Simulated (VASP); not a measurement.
# B (Fm-3m) in VASP: notebook, part 2 of 2

VASP 6.6.1. The steps go on from the part before.

## 3. Single point, PBEsol

File INCAR:

```
SYSTEM = B
PREC = Accurate ; ENCUT = 500
EDIFF = 1E-6 ; ISMEAR = -1
SIGMA = 0.08 ; LREAL = .FALSE.
LASPH = .TRUE. ; NELM = 120
ALGO = Normal ; ISIF = 2
LWAVE = .FALSE. ; LCHARG = .TRUE.
GGA = PS ; LELF = .TRUE.
LVHAR = .TRUE. ; NBANDS = 8
GGA_COMPAT = .FALSE.
```

File KPOINTS:

```
regular mesh
0
G
  26 26 26
  0 0 0
```

File POSCAR:

```
B
1.0
    0.0000000000      1.2152019415      1.2152019415
    1.2152019415      0.0000000000      1.2152019415
    1.2152019415      1.2152019415      0.0000000000
B
1
Direct
    0.0000000000      0.0000000000      0.0000000000
```

Potentials or basis: VASP PAW PBE potentials, release 64 (B).

Run with:

```console
$ cat potpaw_PBE.64/B/POTCAR > POTCAR
$ mpirun -np 1 vasp_std > vasp.out
```

OUTCAR:

```text
SYSTEM = B
   PREC = Accurate
   ENCUT = 500
   EDIFF = 1E-6
   ISMEAR = -1
   LREAL = .FALSE.
   LASPH = .TRUE.
   NELM = 120
   ISIF = 2
   GGA = PS

 ion  position               nearest neighbor table
   1  0.000  0.000  0.000-

  LATTYP: Found a face centered cubic cell.
 ALAT       =     2.4304038830

  Lattice vectors:

 A1 = (   0.0000000000,   1.2152019415,   1.2152019415)
 A2 = (   1.2152019415,   0.0000000000,   1.2152019415)
 A3 = (   1.2152019415,   1.2152019415,   0.0000000000)

Analysis of symmetry for initial positions (statically):
=====================================================================
 Subroutine PRICEL returns:
 Original cell was already a primitive cell.

 Routine SETGRP: Setting up the symmetry group for a
 face centered cubic supercell.

 Subroutine GETGRP returns: Found 48 space group operations
 (whereof 48 operations were pure point group operations)
 out of a pool of 48 trial point group operations.

The static configuration has the point symmetry O_h .

Analysis of symmetry for dynamics (positions and initial velocities):
=====================================================================
 Subroutine PRICEL returns:
 Original cell was already a primitive cell.

 Routine SETGRP: Setting up the symmetry group for a
 face centered cubic supercell.

 Subroutine GETGRP returns: Found 48 space group operations
 (whereof 48 operations were pure point group operations)
 out of a pool of 48 trial point group operations.

The dynamic configuration has the point symmetry O_h .

 Subroutine INISYM returns: Found 48 space group operations
 (whereof 48 operations are pure point group operations),
 and found     1 'primitive' translations

----------------------------------------------------------------------------------------

                                     Primitive cell

  volume of cell :       3.5890

  direct lattice vectors                    reciprocal lattice vectors
     0.000000000  1.215201941  1.215201941    -0.411454247  0.411454247  0.411454247
     1.215201941  0.000000000  1.215201941     0.411454247 -0.411454247  0.411454247
     1.215201941  1.215201941  0.000000000     0.411454247  0.411454247 -0.411454247

  length of vectors
     1.718555067  1.718555067  1.718555067     0.712659661  0.712659661  0.712659661

  position of ions in fractional coordinates (direct lattice)
     0.000000000  0.000000000  0.000000000

  ion indices of the primitive-cell ions
   primitive index   ion index
                 1           1

----------------------------------------------------------------------------------------

 KPOINTS: regular mesh

Automatic generation of k-mesh.
 Grid dimensions read from file:
 generate k-points for:   26   26   26

 Generating k-lattice:

  Cartesian coordinates                     Fractional coordinates (reciprocal lattice)
    -0.015825163  0.015825163  0.015825163     0.038461538  0.000000000  0.000000000
     0.015825163 -0.015825163  0.015825163     0.000000000  0.038461538  0.000000000
     0.015825163  0.015825163 -0.015825163     0.000000000  0.000000000  0.038461538

  Length of vectors
     0.027409987  0.027409987  0.027409987

  Shift w.r.t. Gamma in fractional coordinates (k-lattice)
     0.000000000  0.000000000  0.000000000

 Subroutine IBZKPT returns following result:
 ===========================================

 Found    511 irreducible k-points:

 Following reciprocal coordinates:
            Coordinates               Weight
  0.000000  0.000000  0.000000      1.000000
  0.038462  0.000000  0.000000      8.000000
  0.076923  0.000000  0.000000      8.000000
  0.115385  0.000000  0.000000      8.000000
  0.153846  0.000000  0.000000      8.000000
  0.192308  0.000000  0.000000      8.000000
[... 16 lines left out ...]
  0.346154  0.038462  0.000000     24.000000
  0.384615  0.038462  0.000000     24.000000
 [... further k-points ...]
   k-points           NKPTS =    511   k-points in BZ     NKDIM =    511   number of bands    NBANDS=      8
   number of dos      NEDOS =    301   number of ions     NIONS =      1
   total plane-waves  NPLWV =   2744
   dimension x,y,z NGX =    14 NGY =   14 NGZ =   14
   dimension x,y,z NGXF=    28 NGYF=   28 NGZF=   28
   ions per type =               1
   NGX,Y,Z   is equivalent  to a cutoff of  13.54, 13.54, 13.54 a.u.
   NGXF,Y,Z  is equivalent  to a cutoff of  27.09, 27.09, 27.09 a.u.
 SYSTEM =  B
   PREC   = accura    normal or accurate (medium, high low for compatibility)
   ISTART =      0    job   : 0-new  1-cont  2-samecut
   ICHARG =      2    charge: 1-file 2-atom 10-const
   ISPIN  =      1    spin polarized calculation?
   LNONCOLLINEAR =      F non collinear calculations
   LSORBIT =      F    spin-orbit coupling
   LASPH  =      T    aspherical Exc in radial PAW
   ENCUT  =  500.0 eV  36.75 Ry    6.06 a.u.   3.13  3.13  3.13*2*pi/ulx,y,z
   NELM   =    120;   NELMIN=  2; NELMDL= -5     # of ELM steps
   EDIFF  = 0.1E-05   stopping-criterion for ELM
   LREAL  =      F    real-space projection
   EDIFFG = 0.1E-04   stopping-criterion for IOM
   NSW    =      0    number of steps for IOM
   IBRION =     -1    ionic relax: 0-MD 1-quasi-New 2-CG
   NFREE  =      0    steps in history (QN), initial steepest desc. (CG)
   ISIF   =      2    stress and relaxation
   ISYM   =      2    0-nonsym 1-usesym 2-fastsym
   POTIM  = 0.5000    time-step for ionic-motion
   TEBEG  =    0.0;   TEEND  =   0.0 temperature during run
   PSTRESS=    0.0 pullay stress
   NELECT =       3.0000    total number of electrons
   NUPDOWN=      -1.0000    fix difference up-down
   EMIN   =  10.00;   EMAX   =-10.00  energy-range for DOS
   EFERMI =   0.00;   METHOD = LEGACY
   ISMEAR =    -1;   SIGMA  =   0.08  broadening in eV -4-tet -1-fermi 0-gaus
   EFERMI_NEDOS =   21; number of points for ismear=-14 and -15
   IALGO  =     38    algorithm
   IMIX   =      4    mixing-type and parameters
     AMIX     =   0.40;   BMIX     =  1.00
     AMIX_MAG =   1.60;   BMIX_MAG =  1.00
  volume/ion in A,a.u.               =       3.59        24.22
  Fermi-wavevector in a.u.,A,eV,Ry     =   1.542139  2.914220 32.357267  2.378192
  Thomas-Fermi vector in A             =   2.647986
   LORBIT       =      0    0 simple, 1 ext, 2 COOP (PROOUT), +10 PAW based schemes
   GGA     = PS    functional components
   LHFCALC =     F    Hartree Fock is set to
   AEXX    =    0.0000 exact exchange contribution
   IVDW    =     0    specifies the selected vdW correction
   LEPSILON=     F    determine dielectric tensor
   LRPA    =     F    only Hartree local field effects (RPA)
 non-spin polarized calculation
  energy-cutoff  :      500.00
  volume of cell :        3.59
 maximum number of plane-waves:       100
 NGX is ok and might be reduce to    14
   NGX =  7   NGY =  7   NGZ =  7

 number of electron       3.0000000 magnetization

 Free energy of the ion-electron system (eV)
  ---------------------------------------------------
  ext. energy  EPLUGINS =         0.00000000
  ---------------------------------------------------
  free energy    TOTEN  =        -4.19647570 eV

  energy without entropy =       -4.19320711  energy(sigma->0) =       -4.19484141

 E-fermi :  17.5370     XC(G=0): -15.2501

 val. band max:       17.4851591701   @ k =  -0.4231   0.3846   0.1538
 cond. band min:      17.5889633324   @ k =  -0.3077   0.4615   0.1923
 fundamental gap:      0.1038041623
 Fermi energy:        17.5369758075

 k-point     1 :       0.0000    0.0000    0.0000
  band No.  band energies     occupation
      1      -8.1479      2.00000
      2      42.3266      0.00000
      3      42.3266      0.00000
      4      42.3266      0.00000
      5      61.0655      0.00000
      6      61.0655      0.00000
      7      61.0655      0.00000
      8      65.1443      0.00000

 k-point     2 :       0.0385    0.0000    0.0000
  band No.  band energies     occupation
      1      -8.0684      2.00000
      2      41.7662      0.00000
      3      42.2020      0.00000
      4      42.2020      0.00000
      5      59.7427      0.00000
      6      61.3177      0.00000
      7      61.3177      0.00000
      8      67.2676      0.00000
[... 221 lines left out ...]
 k-point    23 :       0.3462    0.0385    0.0000
  band No.  band energies     occupation
      1      -2.1918      2.00000
      2      19.9211      0.00000
      3      37.3099      0.00000
      4      39.0016      0.00000
      5      55.9972      0.00000
      6      60.3441      0.00000
      7      62.9393      0.00000
      8      64.6751      0.00000

 k-point    24 :       0.3846    0.0385    0.0000
  band No.  band energies     occupation
      1      -0.8519      2.00000
      2      17.1864      1.97530
      3      37.1446      0.00000
      4      38.5206      0.00000
      5      55.1074      0.00000
      6      59.0917      0.00000
      7      62.8227      0.00000
      8      65.5628      0.00000

 [... further k-points ...]
[... 5 lines left out ...]
  --------------------------------------------------------------------------------------
  -------------------------------------------------------------------------------------
  Total        7.2108529      7.2108529      7.2108529     -0.0000000     -0.0000000      0.0000000
  in kB     3219.0065336   3219.0065336   3219.0065336     -0.0000000     -0.0000000      0.0000000
  external PRESSURE =    3219.0065336 kB  Pullay stress =       0.0000000 kB

 VOLUME and BASIS-vectors are now :
 -----------------------------------------------------------------------------
  energy-cutoff  :      500.00
  volume of cell :        3.59
      direct lattice vectors                 reciprocal lattice vectors
     0.000000000  1.215201941  1.215201941    -0.411454247  0.411454247  0.411454247
     1.215201941  0.000000000  1.215201941     0.411454247 -0.411454247  0.411454247
     1.215201941  1.215201941  0.000000000     0.411454247  0.411454247 -0.411454247

 POSITION                                       TOTAL-FORCE (eV/Angst)
 -----------------------------------------------------------------------------------
      0.00000      0.00000      0.00000         0.000000      0.000000      0.000000
 -----------------------------------------------------------------------------------
    total drift:                                0.000000     -0.000000     -0.000000

  FREE ENERGIE OF THE ION-ELECTRON SYSTEM (eV)
  ---------------------------------------------------
  free  energy   TOTEN  =        -4.1964757013 eV

  energy  without entropy=       -4.1932071123  energy(sigma->0) =       -4.19484141
```

OSZICAR:

```text
N       E                     dE             d eps       ncg     rms          rms(c)
DAV:   1    -0.249237143344E+01   -0.24924E+01   -0.18446E+03  9672   0.306E+02
DAV:   2    -0.423895207007E+01   -0.17466E+01   -0.17092E+01 10544   0.361E+01
DAV:   3    -0.423954911516E+01   -0.59705E-03   -0.59703E-03  9264   0.696E-01
DAV:   4    -0.423954912393E+01   -0.87653E-08   -0.68899E-08 11160   0.204E-03
DAV:   5    -0.423954912329E+01    0.63832E-09   -0.15024E-12  9224   0.596E-06    0.357E+00
DAV:   6    -0.421047722599E+01    0.29072E-01   -0.19625E-03  9568   0.321E-01    0.216E+00
DAV:   7    -0.419647833428E+01    0.13999E-01   -0.31099E-03  9944   0.398E-01    0.515E-02
DAV:   8    -0.419647614575E+01    0.21885E-05   -0.37476E-06  8584   0.199E-02    0.150E-02
DAV:   9    -0.419647570134E+01    0.44441E-06   -0.38197E-07  7392   0.485E-03
   1 F= -.41964757E+01 E0= -.41948414E+01  d E =-.326859E-02
```

It took 10 s on 1 thread of Intel Xeon 6975P-C, shared host; peak memory 0.12 GiB.

Results:

* Free energy: -4.1965 eV
* Pressure: 321.9 GPa

Caveat: the PAW data sets were made with another functional, which shifts forces and pressure a little.

## 4. Single point, PBEsol

File INCAR:

```
ALGO = Normal
EDIFF = 1E-6
ENCUT = 500
GGA = PS
GGA_COMPAT = F
ISIF = 2
ISMEAR = -1
LASPH = T
LCHARG = T
LELF = T
LREAL = F
LVHAR = T
LWAVE = F
NBANDS = 8
NELM = 120
PREC = Accurate
SIGMA = 0.08
```

File KPOINTS:

```
k-points
0
Gamma
  26 26 26
```

POSCAR is that of step 3.

Potentials or basis: VASP PAW PBE potentials, release 64 (B).

Run with:

```console
$ cat potpaw_PBE.64/B/POTCAR > POTCAR
$ mpirun -np 1 vasp_std > vasp.out
```

OUTCAR:

```text
EDIFF = 1E-6
   ENCUT = 500
   GGA = PS
   ISIF = 2
   ISMEAR = -1
   LASPH = T
   LREAL = F
   NELM = 120
   PREC = Accurate

 ion  position               nearest neighbor table
   1  0.000  0.000  0.000-

  LATTYP: Found a face centered cubic cell.
 ALAT       =     2.4304038830

  Lattice vectors:

 A1 = (   0.0000000000,   1.2152019415,   1.2152019415)
 A2 = (   1.2152019415,   0.0000000000,   1.2152019415)
 A3 = (   1.2152019415,   1.2152019415,   0.0000000000)

Analysis of symmetry for initial positions (statically):
=====================================================================
 Subroutine PRICEL returns:
 Original cell was already a primitive cell.

 Routine SETGRP: Setting up the symmetry group for a
 face centered cubic supercell.

 Subroutine GETGRP returns: Found 48 space group operations
 (whereof 48 operations were pure point group operations)
 out of a pool of 48 trial point group operations.

The static configuration has the point symmetry O_h .

Analysis of symmetry for dynamics (positions and initial velocities):
=====================================================================
 Subroutine PRICEL returns:
 Original cell was already a primitive cell.

 Routine SETGRP: Setting up the symmetry group for a
 face centered cubic supercell.

 Subroutine GETGRP returns: Found 48 space group operations
 (whereof 48 operations were pure point group operations)
 out of a pool of 48 trial point group operations.

The dynamic configuration has the point symmetry O_h .

 Subroutine INISYM returns: Found 48 space group operations
 (whereof 48 operations are pure point group operations),
 and found     1 'primitive' translations

----------------------------------------------------------------------------------------

                                     Primitive cell

  volume of cell :       3.5890

[... 100 lines left out ...]
   EFERMI =   0.00;   METHOD = LEGACY
   ISMEAR =    -1;   SIGMA  =   0.08  broadening in eV -4-tet -1-fermi 0-gaus
   EFERMI_NEDOS =   21; number of points for ismear=-14 and -15
   IALGO  =     38    algorithm
   IMIX   =      4    mixing-type and parameters
     AMIX     =   0.40;   BMIX     =  1.00
     AMIX_MAG =   1.60;   BMIX_MAG =  1.00
  volume/ion in A,a.u.               =       3.59        24.22
  Fermi-wavevector in a.u.,A,eV,Ry     =   1.542139  2.914220 32.357267  2.378192
  Thomas-Fermi vector in A             =   2.647986
   LORBIT       =      0    0 simple, 1 ext, 2 COOP (PROOUT), +10 PAW based schemes
   GGA     = PS    functional components
   LHFCALC =     F    Hartree Fock is set to
   AEXX    =    0.0000 exact exchange contribution
   IVDW    =     0    specifies the selected vdW correction
   LEPSILON=     F    determine dielectric tensor
   LRPA    =     F    only Hartree local field effects (RPA)
 non-spin polarized calculation
  energy-cutoff  :      500.00
  volume of cell :        3.59
 maximum number of plane-waves:       100
 NGX is ok and might be reduce to    14
   NGX =  7   NGY =  7   NGZ =  7

 number of electron       3.0000000 magnetization

 Free energy of the ion-electron system (eV)
  ---------------------------------------------------
  ext. energy  EPLUGINS =         0.00000000
  ---------------------------------------------------
  free energy    TOTEN  =        -4.19647570 eV

  energy without entropy =       -4.19320711  energy(sigma->0) =       -4.19484141

 E-fermi :  17.5370     XC(G=0): -15.2501

 val. band max:       17.4851591701   @ k =  -0.4231   0.3846   0.1538
 cond. band min:      17.5889633324   @ k =  -0.3077   0.4615   0.1923
 fundamental gap:      0.1038041623
 Fermi energy:        17.5369758075

 k-point     1 :       0.0000    0.0000    0.0000
  band No.  band energies     occupation
      1      -8.1479      2.00000
      2      42.3266      0.00000
      3      42.3266      0.00000
      4      42.3266      0.00000
      5      61.0655      0.00000
      6      61.0655      0.00000
      7      61.0655      0.00000
      8      65.1443      0.00000
[... 243 lines left out ...]
 k-point    24 :       0.3846    0.0385    0.0000
  band No.  band energies     occupation
      1      -0.8519      2.00000
      2      17.1864      1.97530
      3      37.1446      0.00000
      4      38.5206      0.00000
      5      55.1074      0.00000
      6      59.0917      0.00000
      7      62.8227      0.00000
      8      65.5628      0.00000

 [... further k-points ...]
[... 5 lines left out ...]
  --------------------------------------------------------------------------------------
  -------------------------------------------------------------------------------------
  Total        7.2108529      7.2108529      7.2108529     -0.0000000     -0.0000000      0.0000000
  in kB     3219.0065336   3219.0065336   3219.0065336     -0.0000000     -0.0000000      0.0000000
  external PRESSURE =    3219.0065336 kB  Pullay stress =       0.0000000 kB

 VOLUME and BASIS-vectors are now :
 -----------------------------------------------------------------------------
  energy-cutoff  :      500.00
  volume of cell :        3.59
      direct lattice vectors                 reciprocal lattice vectors
     0.000000000  1.215201941  1.215201941    -0.411454247  0.411454247  0.411454247
     1.215201941  0.000000000  1.215201941     0.411454247 -0.411454247  0.411454247
     1.215201941  1.215201941  0.000000000     0.411454247  0.411454247 -0.411454247

 POSITION                                       TOTAL-FORCE (eV/Angst)
 -----------------------------------------------------------------------------------
      0.00000      0.00000      0.00000         0.000000      0.000000      0.000000
 -----------------------------------------------------------------------------------
    total drift:                                0.000000     -0.000000     -0.000000

  FREE ENERGIE OF THE ION-ELECTRON SYSTEM (eV)
  ---------------------------------------------------
  free  energy   TOTEN  =        -4.1964757013 eV

  energy  without entropy=       -4.1932071123  energy(sigma->0) =       -4.19484141
```

OSZICAR:

```text
N       E                     dE             d eps       ncg     rms          rms(c)
DAV:   1    -0.249237143344E+01   -0.24924E+01   -0.18446E+03  9672   0.306E+02
DAV:   2    -0.423895207007E+01   -0.17466E+01   -0.17092E+01 10544   0.361E+01
DAV:   3    -0.423954911516E+01   -0.59705E-03   -0.59703E-03  9264   0.696E-01
DAV:   4    -0.423954912393E+01   -0.87653E-08   -0.68899E-08 11160   0.204E-03
DAV:   5    -0.423954912329E+01    0.63832E-09   -0.15024E-12  9224   0.596E-06    0.357E+00
DAV:   6    -0.421047722599E+01    0.29072E-01   -0.19625E-03  9568   0.321E-01    0.216E+00
DAV:   7    -0.419647833428E+01    0.13999E-01   -0.31099E-03  9944   0.398E-01    0.515E-02
DAV:   8    -0.419647614575E+01    0.21885E-05   -0.37476E-06  8584   0.199E-02    0.150E-02
DAV:   9    -0.419647570134E+01    0.44441E-06   -0.38197E-07  7392   0.485E-03
   1 F= -.41964757E+01 E0= -.41948414E+01  d E =-.326859E-02
```

stdout:

```text
POSCAR found type information on POSCAR B
 POSCAR found :  1 types and       1 ions
 scaLAPACK will be used
 -----------------------------------------------------------------------------
|                                                                             |
|                                                                             |
|     You enforced a specific xc type in the INCAR file but a different       |
|     I HOPE YOU KNOW WHAT YOU ARE DOING!                                     |
|                                                                             |
 -----------------------------------------------------------------------------

 LDA part: xc-table for (Slater+PW92), standard interpolation
 POSCAR, INCAR and KPOINTS ok, starting setup
 FFT: planning ... GRIDC
 FFT: planning ... GRID_SOFT
 FFT: planning ... GRID
 WAVECAR not read
 entering main loop
```

It took 6.9 s on 1 thread of Intel Xeon 6975P-C, shared host; peak memory 0.11 GiB.

Results:

* Free energy: -4.1965 eV
* Pressure: 321.9 GPa

Caveat: the PAW data sets were made with another functional, which shifts forces and pressure a little.

## 5. Single point, PBEsol

This run uses another cell than the first one, of 5.83 Å³/atom, 1.621 times its volume.

File INCAR:

```
SYSTEM = B
PREC = Accurate
ENCUT = 500
EDIFF = 1E-6
ISMEAR = -1
SIGMA = 0.08
LREAL = .FALSE.
LASPH = .TRUE.
NELM = 120
ALGO = Normal
ISIF = 2
LWAVE = .FALSE.
LCHARG = .FALSE.
GGA = PS
NBANDS = 8
GGA_COMPAT = .FALSE.
```

File KPOINTS:

```
regular mesh
0
G
  23 23 23
  0 0 0
```

File POSCAR:

```
B
1.0
    0.0000000000      1.4281399557      1.4281399557
    1.4281399557      0.0000000000      1.4281399557
    1.4281399557      1.4281399557      0.0000000000
B
1
Direct
    0.0000000000      0.0000000000      0.0000000000
```

Run with:

```console
$ cat potpaw_PBE.64/B/POTCAR > POTCAR
$ mpirun -np 1 vasp_std > vasp.out
```

It took 8.8 s on 1 thread of Intel Xeon 6975P-C, shared host; peak memory 0.12 GiB.

It converged, with:

```yaml
Free_energy: -5.7571 eV
Pressure: 0.4 GPa
```

Levels at points of the mesh, in eV from the Fermi level:
```csv
k point,band 1,band 2,band 3,band 4,band 5,band 6
"(0.00, 0.00, 0.00)",-19.34,16.14,16.14,16.14,32.67,32.67
```

Caveat: the PAW data sets were made with another functional, which shifts forces and pressure a little.
